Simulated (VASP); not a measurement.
# BaS (F-43m) in VASP: further runs

Runs on BaS. Level: PBEsol. Tasks: density of states, elastic constants.

All numbers are computed with VASP 6.6.1; they aren't measurements. Logs are shortened: lines on timing, memory, paths and dates and some standing lists are left out, and cuts for length are marked.

### 1 The cell of the first run

The structure is cubic, space group F-43m (No. 216). Conventional cell: a = 6.937 Å, b = 6.937 Å, c = 6.937 Å, α = 90.00°, β = 90.00°, γ = 90.00°. Ba (site symmetry -43m) has 4 S at 3.00 Å within 4.0 Å. Within 4.0 Å of S (site symmetry -43m) lie 4 Ba at 3.00 Å.

### 2 Density of states, PBEsol

The input, POSCAR:

```
BaS
1.0
    0.0000000000      3.4687019119      3.4687019119
    3.4687019119      0.0000000000      3.4687019119
    3.4687019119      3.4687019119      0.0000000000
Ba S
1 1
Direct
    0.0000000000      0.0000000000      0.0000000000
    0.2500000000      0.2500000000      0.2500000000
```

The input, INCAR.step1:

```
SYSTEM = BaS
PREC = Accurate ; ENCUT = 520
EDIFF = 1E-6 ; ISMEAR = 0
SIGMA = 0.05 ; LREAL = .FALSE.
LASPH = .TRUE. ; NELM = 100
ALGO = Normal ; ISIF = 2
LWAVE = .FALSE. ; LCHARG = .TRUE.
GGA = PS ; NBANDS = 15
```

The input, KPOINTS.step1:

```
Automatic mesh
0
G
  8 8 8
  0 0 0
```

The input, INCAR.step2:

```
SYSTEM = BaS
PREC = Accurate ; ENCUT = 520
EDIFF = 1E-6 ; ISMEAR = -5
SIGMA = 0.05 ; LREAL = .FALSE.
LASPH = .TRUE. ; NELM = 100
ALGO = Normal ; ISIF = 2
LWAVE = .FALSE. ; LCHARG = .FALSE.
GGA = PS ; LORBIT = 10
NEDOS = 1001 ; ICHARG = 11
```

The input, KPOINTS.step2:

```
Automatic mesh
0
G
  12 12 12
  0 0 0
```

Potentials or basis: VASP PAW PBE potentials, release 64 (Ba_sv, S).

Command:

```console
cat potpaw_PBE.64/Ba_sv/POTCAR potpaw_PBE.64/S/POTCAR > POTCAR
cp INCAR.step1 INCAR
cp KPOINTS.step1 KPOINTS
mpirun -np 1 vasp_std > vasp.out
cp INCAR.step2 INCAR
cp KPOINTS.step2 KPOINTS
mpirun -np 1 vasp_std > vasp.out
```

OUTCAR:

```text
SYSTEM = BaS
   PREC = Accurate
   ENCUT = 520
   EDIFF = 1E-6
   ISMEAR = -5
   LREAL = .FALSE.
   LASPH = .TRUE.
   NELM = 100
   ISIF = 2
   GGA = PS
   LORBIT = 10
   ICHARG = 11

 ion  position               nearest neighbor table
   1  0.000  0.000  0.000-   2 3.00   2 3.00   2 3.00   2 3.00
   2  0.250  0.250  0.250-   1 3.00   1 3.00   1 3.00   1 3.00

  LATTYP: Found a face centered cubic cell.
 ALAT       =     6.9374038238

  Lattice vectors:

 A1 = (   0.0000000000,   3.4687019119,   3.4687019119)
 A2 = (   3.4687019119,   0.0000000000,   3.4687019119)
 A3 = (   3.4687019119,   3.4687019119,   0.0000000000)

Analysis of symmetry for initial positions (statically):
=====================================================================
 Subroutine PRICEL returns:
 Original cell was already a primitive cell.

 Routine SETGRP: Setting up the symmetry group for a
 face centered cubic supercell.

 Subroutine GETGRP returns: Found 24 space group operations
 (whereof 24 operations were pure point group operations)
 out of a pool of 48 trial point group operations.

The static configuration has the point symmetry T_d .

Analysis of symmetry for dynamics (positions and initial velocities):
=====================================================================
 Subroutine PRICEL returns:
 Original cell was already a primitive cell.

 Routine SETGRP: Setting up the symmetry group for a
 face centered cubic supercell.

 Subroutine GETGRP returns: Found 24 space group operations
 (whereof 24 operations were pure point group operations)
 out of a pool of 48 trial point group operations.

The dynamic configuration has the point symmetry T_d .

 Subroutine INISYM returns: Found 24 space group operations
 (whereof 24 operations are pure point group operations),
 and found     1 'primitive' translations

----------------------------------------------------------------------------------------

                                     Primitive cell

  volume of cell :      83.4701

  direct lattice vectors                    reciprocal lattice vectors
     0.000000000  3.468701912  3.468701912    -0.144146142  0.144146142  0.144146142
     3.468701912  0.000000000  3.468701912     0.144146142 -0.144146142  0.144146142
     3.468701912  3.468701912  0.000000000     0.144146142  0.144146142 -0.144146142

  length of vectors
     4.905485288  4.905485288  4.905485288     0.249668442  0.249668442  0.249668442

  position of ions in fractional coordinates (direct lattice)
     0.000000000  0.000000000  0.000000000
     0.250000000  0.250000000  0.250000000

  ion indices of the primitive-cell ions
   primitive index   ion index
                 1           1
                 2           2

----------------------------------------------------------------------------------------

 KPOINTS: Automatic mesh

Automatic generation of k-mesh.
 Grid dimensions read from file:
 generate k-points for:   12   12   12

 Generating k-lattice:

  Cartesian coordinates                     Fractional coordinates (reciprocal lattice)
    -0.012012179  0.012012179  0.012012179     0.083333333  0.000000000  0.000000000
     0.012012179 -0.012012179  0.012012179     0.000000000  0.083333333  0.000000000
     0.012012179  0.012012179 -0.012012179     0.000000000  0.000000000  0.083333333

  Length of vectors
     0.020805704  0.020805704  0.020805704

  Shift w.r.t. Gamma in fractional coordinates (k-lattice)
     0.000000000  0.000000000  0.000000000

 TETIRR: Found    247 inequivalent tetrahedra from    10368

 Subroutine IBZKPT returns following result:
 ===========================================

 Found     72 irreducible k-points:

 Following reciprocal coordinates:
            Coordinates               Weight
  0.000000  0.000000  0.000000      1.000000
  0.083333  0.000000  0.000000      8.000000
  0.166667  0.000000  0.000000      8.000000
  0.250000  0.000000  0.000000      8.000000
  0.333333  0.000000  0.000000      8.000000
  0.416667  0.000000  0.000000      8.000000
[... 16 lines left out ...]
  0.500000  0.166667  0.000000     24.000000
 -0.416667  0.166667  0.000000     24.000000
 [... further k-points ...]
   k-points           NKPTS =     72   k-points in BZ     NKDIM =     72   number of bands    NBANDS=     12
   number of dos      NEDOS =   1001   number of ions     NIONS =      2
   total plane-waves  NPLWV =  46656
   dimension x,y,z NGX =    36 NGY =   36 NGZ =   36
   dimension x,y,z NGXF=    72 NGYF=   72 NGZF=   72
   ions per type =               1   1
   NGX,Y,Z   is equivalent  to a cutoff of  12.20, 12.20, 12.20 a.u.
   NGXF,Y,Z  is equivalent  to a cutoff of  24.40, 24.40, 24.40 a.u.
 SYSTEM =  BaS
   PREC   = accura    normal or accurate (medium, high low for compatibility)
   ISTART =      0    job   : 0-new  1-cont  2-samecut
   ICHARG =     11    charge: 1-file 2-atom 10-const
   ISPIN  =      1    spin polarized calculation?
   LNONCOLLINEAR =      F non collinear calculations
   LSORBIT =      F    spin-orbit coupling
   LASPH  =      T    aspherical Exc in radial PAW
   ENCUT  =  520.0 eV  38.22 Ry    6.18 a.u.   9.12  9.12  9.12*2*pi/ulx,y,z
   NELM   =    100;   NELMIN=  2; NELMDL=  0     # of ELM steps
   EDIFF  = 0.1E-05   stopping-criterion for ELM
   LREAL  =      F    real-space projection
   EDIFFG = 0.1E-04   stopping-criterion for IOM
   NSW    =      0    number of steps for IOM
   IBRION =     -1    ionic relax: 0-MD 1-quasi-New 2-CG
   NFREE  =      0    steps in history (QN), initial steepest desc. (CG)
   ISIF   =      2    stress and relaxation
   ISYM   =      2    0-nonsym 1-usesym 2-fastsym
   POTIM  = 0.5000    time-step for ionic-motion
   TEBEG  =    0.0;   TEEND  =   0.0 temperature during run
   PSTRESS=    0.0 pullay stress
   NELECT =      16.0000    total number of electrons
   NUPDOWN=      -1.0000    fix difference up-down
   EMIN   =  10.00;   EMAX   =-10.00  energy-range for DOS
   EFERMI =   0.00;   METHOD = LEGACY
   ISMEAR =    -5;   SIGMA  =   0.05  broadening in eV -4-tet -1-fermi 0-gaus
   EFERMI_NEDOS =   21; number of points for ismear=-14 and -15
   IALGO  =     38    algorithm
   IMIX   =      4    mixing-type and parameters
     AMIX     =   0.40;   BMIX     =  1.00
     AMIX_MAG =   1.60;   BMIX_MAG =  1.00
  volume/ion in A,a.u.               =      41.74       281.64
  Fermi-wavevector in a.u.,A,eV,Ry     =   0.943926  1.783761 12.122735  0.890996
  Thomas-Fermi vector in A             =   2.071681
   LORBIT       =     10    0 simple, 1 ext, 2 COOP (PROOUT), +10 PAW based schemes
   GGA     = PS    functional components
   LHFCALC =     F    Hartree Fock is set to
   AEXX    =    0.0000 exact exchange contribution
   IVDW    =     0    specifies the selected vdW correction
   LEPSILON=     F    determine dielectric tensor
   LRPA    =     F    only Hartree local field effects (RPA)
 non-spin polarized calculation
 Fermi weights with tetrahedron method with Bloechl corrections
  energy-cutoff  :      520.00
  volume of cell :       83.47
 maximum number of plane-waves:      2272

 number of electron      15.9999999 magnetization

 Free energy of the ion-electron system (eV)
  ---------------------------------------------------
  ext. energy  EPLUGINS =         0.00000000
  ---------------------------------------------------
  free energy    TOTEN  =       -10.15669814 eV

  energy without entropy =      -10.15669814  energy(sigma->0) =      -10.15669814

 E-fermi :  -0.0847     XC(G=0):  -7.5183

 val. band max:       -0.0961300915   @ k =  -0.2500   0.5000   0.2500
 cond. band min:       2.5891949177   @ k =   0.0000   0.0000   0.0000
 fundamental gap:      2.6853250093
 Fermi energy:        -0.0846806313

 k-point     1 :       0.0000    0.0000    0.0000
  band No.  band energies     occupation
      1     -26.0471      2.00000
      2     -11.2275      2.00000
      3     -11.2275      2.00000
      4     -11.2275      2.00000
      5     -10.0559      2.00000
      6      -0.8657      2.00000
      7      -0.8657      2.00000
      8      -0.8657      2.00000
      9       2.5892      0.00000
     10       4.9563      0.00000
     11       4.9563      0.00000
     12       6.9861      0.00000

 k-point     2 :       0.0833    0.0000    0.0000
  band No.  band energies     occupation
      1     -26.0458      2.00000
      2     -11.3098      2.00000
      3     -11.2308      2.00000
      4     -11.2308      2.00000
      5      -9.9717      2.00000
      6      -0.8924      2.00000
      7      -0.8446      2.00000
      8      -0.8446      2.00000
      9       2.7578      0.00000
     10       4.8822      0.00000
     11       4.8822      0.00000
     12       6.9057      0.00000

 k-point     3 :       0.1667    0.0000    0.0000
  band No.  band energies     occupation
      1     -26.0424      2.00000
      2     -11.4931      2.00000
      3     -11.2396      2.00000
      4     -11.2396      2.00000
      5      -9.7844      2.00000
      6      -0.9351      2.00000
      7      -0.7881      2.00000
      8      -0.7881      2.00000
      9       3.1935      0.00000
     10       4.7551      0.00000
     11       4.7551      0.00000
     12       6.6682      0.00000
[... 286 lines left out ...]
 k-point    23 :       0.5000    0.1667    0.0000
  band No.  band energies     occupation
      1     -26.0267      2.00000
      2     -11.9938      2.00000
      3     -11.3363      2.00000
      4     -11.2930      2.00000
      5      -9.2099      2.00000
      6      -0.8457      2.00000
      7      -0.5196      2.00000
      8      -0.4646      2.00000
      9       3.8536      0.00000
     10       4.6022      0.00000
     11       5.2912      0.00000
     12       6.1160      0.00000

 k-point    24 :      -0.4167    0.1667    0.0000
  band No.  band energies     occupation
      1     -26.0264      2.00000
      2     -12.0005      2.00000
      3     -11.3468      2.00000
      4     -11.2869      2.00000
      5      -9.2008      2.00000
      6      -0.7558      2.00000
      7      -0.5666      2.00000
      8      -0.4898      2.00000
      9       3.8589      0.00000
     10       4.8283      0.00000
     11       4.9177      0.00000
     12       6.0942      0.00000

 [... further k-points ...]
[... 5 lines left out ...]
  --------------------------------------------------------------------------------------
  -------------------------------------------------------------------------------------
  Total        0.2651303      0.2651303      0.2651303      0.0000000     -0.0000000      0.0000000
  in kB        5.0890766      5.0890766      5.0890766      0.0000000     -0.0000000      0.0000000
  external PRESSURE =       5.0890766 kB  Pullay stress =       0.0000000 kB

 VOLUME and BASIS-vectors are now :
 -----------------------------------------------------------------------------
  energy-cutoff  :      520.00
  volume of cell :       83.47
      direct lattice vectors                 reciprocal lattice vectors
     0.000000000  3.468701912  3.468701912    -0.144146142  0.144146142  0.144146142
     3.468701912  0.000000000  3.468701912     0.144146142 -0.144146142  0.144146142
     3.468701912  3.468701912  0.000000000     0.144146142  0.144146142 -0.144146142

 POSITION                                       TOTAL-FORCE (eV/Angst)
 -----------------------------------------------------------------------------------
      0.00000      0.00000      0.00000        -0.000000     -0.000000     -0.000000
      1.73435      1.73435      1.73435         0.000000      0.000000      0.000000
 -----------------------------------------------------------------------------------
    total drift:                               -0.000000     -0.000000     -0.000000

  FREE ENERGIE OF THE ION-ELECTRON SYSTEM (eV)
  ---------------------------------------------------
  free  energy   TOTEN  =       -10.1566981448 eV

  energy  without entropy=      -10.1566981448  energy(sigma->0) =      -10.15669814

 total charge

# of ion       s       p       d       tot
------------------------------------------
    1        2.014   5.590   0.336   7.939
    2        1.319   2.418   0.000   3.737
--------------------------------------------------
tot          3.334   8.007   0.336  11.676
```

It took 1.8 min on 1 thread of AMD EPYC 7R13, shared host; peak memory 0.21 GiB.

What came out:

* Valence electrons inside the program's atomic spheres: Ba 7.94; S 3.74

Levels at points of the mesh, in eV from the valence-band top:
```
           k point  band 6  band 7  band 8  band 9  band 10  band 11
(0.00, 0.00, 0.00)   -0.77   -0.77   -0.77    2.69     5.05     5.05
(0.50, 0.00, 0.00)   -0.64   -0.48   -0.48    4.43     5.26     5.26
(0.50, 0.50, 0.00)   -1.20   -0.01   -0.01    3.37     4.53     6.38
```

Caveat: the PAW data sets were made with another functional, which shifts forces and pressure a little; spin-orbit coupling is left out, which moves the levels of the heavy elements.

### 3 Elastic constants, PBEsol

The input, INCAR:

```
SYSTEM = BaS
  ALGO = Normal
  EDIFF = 1E-8
  ENCUT = 600
  GGA = PS
  IBRION = 6
  ISIF = 3
  ISMEAR = 0
  LASPH = .TRUE.
  LCHARG = .TRUE.
  LREAL = .FALSE.
  LWAVE = .FALSE.
  NELM = 80
  NFREE = 2
  NSW = 1
  POTIM = 0.015
  PREC = Accurate
  SIGMA = 0.05
```

The input, KPOINTS:

```
k-points
0
G
  8 8 8
  0 0 0
```

POSCAR is that of step 2.

Potentials or basis: VASP PAW PBE potentials, release 64 (Ba_sv, S).

Command:

```console
cat potpaw_PBE.64/Ba_sv/POTCAR potpaw_PBE.64/S/POTCAR > POTCAR
mpirun -np 1 vasp_std > vasp.out
```

Run time: 45 min. Hardware: 1 thread of AMD EPYC 7R13, shared host; peak memory 0.45 GiB.

It converged, with:

| Quantity | Value |
| --- | --- |
| Elastic constants C11, C12, C44 | 33, 31, 6 GPa |
| Voigt bulk modulus | 31 GPa |
| Highest phonon frequency at Γ, LO-TO splitting left out | 201 cm⁻¹ |

Phonon frequencies in cm⁻¹ (negative: imaginary):
```csv
q point,frequencies
"(0.000, 0.000, 0.000)",0 0 0 201 201 201
```

Elastic tensor in Voigt notation (GPa, in the Cartesian axes of the cell as first typed):
```
33 31 31  0  0  0
31 33 31  0  0  0
31 31 33  0  0  0
 0  0  0  6  0  0
 0  0  0  0  6  0
 0  0  0  0  0  6
```

Clamped-ion elastic tensor (GPa):
```
33 31 31  0  0  0
31 33 31  0  0  0
31 31 33  0  0  0
 0  0  0 23  0  0
 0  0  0  0 23  0
 0  0  0  0  0 23
```

Caveat: the PAW data sets were made with another functional, which shifts forces and pressure a little; spin-orbit coupling is left out, which moves the levels of the heavy elements.
